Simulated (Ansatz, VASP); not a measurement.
# Cd5Se2S3 in VASP and in Ansatz

```xyz
10
Lattice="-0.0009 -4.2812 0.0006 4.2811 0.0009 -0.0003 -2.1396 2.1396 14.9935" Properties=species:S:1:pos:R:3 pbc="T T T"
Cd    2.1399   -2.1402    2.8771
Cd    0.0003   -0.0005    6.0536
Cd    2.1405   -2.1401    8.9398
Cd    0.0006    0.0004   12.1170
Cd   -0.0001   -0.0002    0.0000
Se    0.0000   -2.1407   10.5284
Se   -0.0005   -2.1412    4.4657
S     2.1408    0.0003    7.4962
S     2.1413   -0.0006   13.5577
S     2.1406    0.0001    1.4363
```

Change from the starting cell: cell x1, atoms moved at random (sigma 0.1 Å) and cell strained at random (1.5 %), then relaxed without symmetry.

Alike in both runs: functional PBE; k mesh 4 × 4 × 4; occupations gaussian, width 0.1 eV; no spin polarisation.

Ansatz relaxed the structure, and its values are those at the end. VASP's run is a single point on that final structure, the one shown.

```csv
,VASP,Ansatz
version,VASP 6.6.1,Ansatz 0.2.0
potentials or method,"VASP PAW PBE potentials, release 64 (Cd, Se, S), cutoff 520 eV","scalar-relativistic, plane waves, PAW"
valence electrons in the cell,90,150
```

```csv
,VASP,Ansatz,Ansatz less VASP
gap on the k mesh at the Fermi level (eV),0.76,0.76,0.000
least direct gap on the mesh (eV),0.76,0.76,0.000
pressure (GPa),0.3,0.0,-0.28
```

VASP's potentials hold 90 valence electrons a cell and Ansatz's 150, so a difference there can come from the potentials and not from the codes.
